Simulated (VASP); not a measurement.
BN:

```
B N
1.0
     2.39360    0.00000    0.00000
    -1.19680    2.07292    0.00000
     0.00000    0.00000    3.95913
B N
2 2
Direct
  0.66667 0.33333 0.00078
  0.33333 0.66667 0.50078
  0.66667 0.33333 0.37422
  0.33333 0.66667 0.87422
```

This cell differs from its parent crystal: strain -5.9%.

Base run:

```yaml
Program: VASP 6.6.1
Functional: r2SCAN
Potentials_or_basis: VASP PAW PBE potentials, release 64 (B, N)
Cutoff: 520 eV
k_mesh: 12 × 12 × 6
Occupations: gaussian, width 0.01 eV
Spin: no spin polarisation
```

Its results: band gap on the k mesh 5.29 eV, indirect (least direct gap 9.80 eV); pressure 101.4 GPa; largest force 0.003 eV/Å.

Task: The run is repeated on the same cell with these changes: functional from r2SCAN to PBE; occupations from gaussian, width 0.01 eV to fermi-dirac, width 0.02 eV. What comes out?

Result: Band gap on the k mesh 4.72 eV, indirect (least direct gap 9.09 eV); pressure 104.3 GPa; largest force 0.009 eV/Å.

Caveats: the PAW data sets were made with another functional, which shifts forces and pressure a little (some runs).

A k mesh can miss the band edges.
